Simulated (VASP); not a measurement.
Set up this calculation in VASP 6.6.1, as the native input.

```
Task                   : single point
Functional             : r2SCAN
Potentials or basis    : VASP PAW PBE potentials, release 64 (Ir, Se)
Cutoff                 : 520 eV
k mesh                 : 12 × 12 × 12
Occupations            : gaussian, width 0.05 eV
Spin                   : no spin polarisation
Dipole correction      : no
Further INCAR settings : ALGO = Normal; EDIFF = 1e-07; NBANDS = 14
```

The system is IrSe.

```
Ir Se
1.0
     0.00000    2.60983    2.60983
     2.60983    0.00000    2.60983
     2.60983    2.60983    0.00000
Ir Se
1 1
Cartesian
  2.6098 2.6098 2.6098
  0.0000 0.0000 0.0000
```

This cell differs from its parent crystal: volume scaled by 1.040.

The input as run:

POSCAR

```
IrSe
1.0
    0.0000000000      2.6098265496      2.6098265496
    2.6098265496      0.0000000000      2.6098265496
    2.6098265496      2.6098265496      0.0000000000
Ir Se
1 1
Direct
    0.5000000000      0.5000000000      0.5000000000
    0.0000000000      0.0000000000      0.0000000000
```

INCAR.step1

```
SYSTEM = IrSe
ALGO = Normal ; EDIFF = 1E-4
ENCUT = 520 ; GGA = PE
ISMEAR = 0 ; LASPH = .True.
LCHARG = .False. ; LREAL = .False.
LWAVE = .True. ; NBANDS = 14
NELM = 60 ; PREC = Accurate
SIGMA = 0.05
```

INCAR.step2

```
SYSTEM = IrSe
ALGO = Normal ; EDIFF = 1E-7
ENCUT = 520 ; ISIF = 2
ISMEAR = 0 ; ISTART = 1
LASPH = .True. ; LCHARG = .True.
LELF = .True. ; LMIXTAU = .True.
LREAL = .False. ; LVHAR = .True.
LWAVE = .False. ; METAGGA = R2SCAN
NBANDS = 14 ; NELM = 60
PREC = Accurate ; SIGMA = 0.05
```

KPOINTS

```
k-points
0
Gamma
  12 12 12
  0 0 0
```

Potentials or basis: VASP PAW PBE potentials, release 64 (Ir, Se).

The run is started by

```bash
$ cat potpaw_PBE.64/Ir/POTCAR potpaw_PBE.64/Se/POTCAR > POTCAR
$ cp INCAR.step1 INCAR
$ mpirun -np 1 vasp_std > vasp.out
$ cp INCAR.step2 INCAR
$ mpirun -np 1 vasp_std > vasp.out
```

Results of the run:

```
Pressure : -5.5 GPa
```

Caveat: the PAW data sets were made with another functional, which shifts forces and pressure a little.

Wall time 83 s on 1 thread of Intel(R) Xeon(R) Platinum 8559C (Emerald Rapids), on a shared host, peak memory 0.19 GiB.
